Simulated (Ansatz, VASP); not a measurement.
## Two plane-wave programs on TiO2

File INCAR:

```
  ALGO = Normal
  EDIFF = 1E-6
  ENCUT = 520
  GGA = PS
  ISIF = 2
  ISMEAR = 0
  LASPH = True
  LCHARG = False
  LREAL = False
  LWAVE = False
  NBANDS = 60
  NELM = 80
  PREC = Accurate
  SIGMA = 0.02
```

The input KPOINTS:

```
k-points
0
Gamma
  6 6 4
```

File POSCAR:

```
TiO2
1.0
    6.1405124335     -1.8837319719      0.0044060931
    6.1405124335      1.8837319719      0.0044060931
   -1.9197695420      0.0000000000      6.2004756001
Ti O
4 8
Direct
    0.8032391818      0.8032391818      0.7137247111
    0.1006387451      0.1006387451      0.7065461986
    0.1967608182      0.1967608182      0.2862752889
    0.8993612549      0.8993612549      0.2934538014
    0.0578027555      0.0578027555      0.3678766240
    0.6383213579      0.6383213579      0.7036121018
    0.1353919645      0.1353919645      0.0039988155
    0.9421972445      0.9421972445      0.6321233760
    0.7369563264      0.7369563264      0.3488484954
    0.8646080355      0.8646080355      0.9960011845
    0.2630436736      0.2630436736      0.6511515046
    0.3616786421      0.3616786421      0.2963878982
```

Input for Ansatz:

```yaml
crystal:
  lattice:
    - [6.1405124335, -1.8837319719, 0.0044060931]
    - [6.1405124335, 1.8837319719, 0.0044060931]
    - [-1.919769542, 0.0, 6.2004756001]
  atoms:
    - { symbol: Ti, position: [0.8032391818, 0.8032391818, 0.7137247111] }
    - { symbol: Ti, position: [0.1006387451, 0.1006387451, 0.7065461986] }
    - { symbol: Ti, position: [0.1967608182, 0.1967608182, 0.2862752889] }
    - { symbol: Ti, position: [0.8993612549, 0.8993612549, 0.2934538014] }
    - { symbol: O, position: [0.0578027555, 0.0578027555, 0.367876624] }
    - { symbol: O, position: [0.6383213579, 0.6383213579, 0.7036121018] }
    - { symbol: O, position: [0.1353919645, 0.1353919645, 0.0039988155] }
    - { symbol: O, position: [0.9421972445, 0.9421972445, 0.632123376] }
    - { symbol: O, position: [0.7369563264, 0.7369563264, 0.3488484954] }
    - { symbol: O, position: [0.8646080355, 0.8646080355, 0.9960011845] }
    - { symbol: O, position: [0.2630436736, 0.2630436736, 0.6511515046] }
    - { symbol: O, position: [0.3616786421, 0.3616786421, 0.2963878982] }
basis:
  ecutwfc: 420
kpoints:
  mp_grid: { grid: [6, 6, 4] }
  band_path: { path: [VBM, CBM], npoints: 2 }
hamiltonian:
  xc: pbesol
scf:
  occupations: { method: gaussian, width: 0.02 }
output:
  forces: true
  stress: true
  eigenvalues: true
checkpoint:
  read: start.run
  write: ck
  compress: false
  write_wavefunctions: false
  write_every: 100000
```

Alike in both runs: task single point; functional PBEsol; k mesh 6 × 6 × 4; occupations gaussian, width 0.02 eV; no spin polarisation.

```csv
,VASP,Ansatz
version,VASP 6.6.1,Ansatz 0.2.0
potentials or method,"VASP PAW PBE potentials, release 64 (Ti_sv, O), cutoff 520 eV","scalar-relativistic, plane waves, PAW"
valence electrons in the cell,96,96
```

|  | VASP | Ansatz | Ansatz less VASP |
| --- | --- | --- | --- |
| gap on the k mesh at the Fermi level (eV) | 2.76 | 2.78 | +0.023 |
| least direct gap on the mesh (eV) | 2.92 | 2.94 | +0.022 |
| pressure (GPa) | -1.7 | -2.4 | -0.63 |
| traceless stress, the component that is largest in VASP (GPa) | 2.48 | 2.34 | -0.142 |
| rms of the force components (eV/Å) | 0.024 | 0.000 | -0.0239 |

VASP's potentials were made for PBE, not for PBEsol. Atom by atom the forces differ by 0.024 eV/Å (rms over components). The functional is the same, so the differences come from potentials, cutoffs and numerics.
